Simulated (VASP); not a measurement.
Write the native input for VASP 6.6.1 that does the following.

* Task: single point
* Functional: PBE
* Potentials or basis: VASP PAW PBE potentials, release 64 (Ga_d, As)
* Cutoff: 520 eV
* k mesh: 10 × 10 × 10
* Occupations: gaussian, width 0.05 eV
* Spin: no spin polarisation
* Dipole correction: no
* Further INCAR settings: ALGO = Normal; EDIFF = 1e-06; NBANDS = 16

The structure of GaAs lies in POSCAR:

```
GaAs
1.0
    0.0000000000      2.8268500000      2.8551185000
    2.8268500000      0.0000000000      2.8551185000
    2.8268500000      2.8268500000      0.0000000000
Ga As
1 1
Direct
    0.0000000000      0.0000000000      0.0000000000
    0.7500000000      0.7500000000      0.7500000000
```

This cell differs from its parent crystal: strain +0.0100 x Voigt [0, 0, 1, 0, 0, 0].

These files were run (other wordings do the same):

INCAR

```
ALGO     = Normal         # electronic algorithm
EDIFF    = 1E-6           # SCF threshold, eV
ENCUT    = 520            # plane-wave cutoff, eV
GGA      = PE             # functional
ISIF     = 2              # what is computed and relaxed
ISMEAR   = 0              # smearing method
LASPH    = T              # aspherical terms in the spheres
LCHARG   = F              # write CHGCAR
LREAL    = F              # projectors in reciprocal space
LWAVE    = F              # write WAVECAR
NBANDS   = 16             # bands
NELM     = 60             # most SCF steps
PREC     = Accurate       # precision mode
SIGMA    = 0.05           # smearing width, eV
```

KPOINTS

```
k-points
0
Gamma
  10 10 10
```

Potentials or basis: VASP PAW PBE potentials, release 64 (Ga_d, As).

Run with:

```console
$ cat potpaw_PBE.64/Ga_d/POTCAR potpaw_PBE.64/As/POTCAR > POTCAR
$ mpirun -np 1 vasp_std > vasp.out
```

Results of the run:

```json
{
  "Pressure": "2.7 GPa",
  "Band gap on the k mesh": "0.43 eV, direct"
}
```

Caveat: the cell differs from its parent crystal (strain +0.0100 x Voigt [0, 0, 1, 0, 0, 0]).

Run time: 56 s on 1 thread of Intel(R) Xeon(R) Platinum 8375C CPU @ 2.90GHz (Ice Lake) (shared host), peak memory 0.22 GiB.
